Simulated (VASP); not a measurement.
# AlN: single point with LDA

AlN:

```
Al N
1.0
     2.16438    2.16438    0.00000
    -2.16438    2.16438    0.00000
     0.00000    2.16438    2.16438
Al N
1 1
Direct
  0.00000 0.00000 0.00000
  0.25000 0.75000 0.50000
```

```yaml
Program: VASP 6.6.1
Task: single point
Functional: LDA
Potentials_or_basis: VASP PAW LDA potentials, release 64 (Al, N)
Cutoff: 520 eV
k_mesh: 10 × 10 × 10
Occupations: gaussian, width 0.01 eV
Spin: no spin polarisation
```

```yaml
Pressure: 2.7 GPa
Band_gap_on_the_k_mesh: 3.23 eV, indirect (least direct gap 4.48 eV)
```

Levels at points of the mesh, in eV from the valence-band top:
```csv
k point,band 1,band 2,band 3,band 4,band 5,band 6,band 7,band 8
"(0.00, 0.00, 0.00)",-14.98,0.00,0.00,0.00,4.48,12.60,12.60,12.60
"(0.50, 0.00, 0.00)",-12.78,-6.02,-0.49,-0.49,7.52,9.95,11.13,11.13
"(0.50, 0.50, 0.00)",-12.09,-5.04,-1.82,-1.82,3.23,8.57,14.12,15.82
```

It took 3.9 s on 1 thread of Intel(R) Xeon(R) Platinum 8488C (Sapphire Rapids) (shared host), peak memory 0.12 GiB.

A k mesh can miss the band edges. LDA gaps usually lie below the measured ones, often by a third to a half.
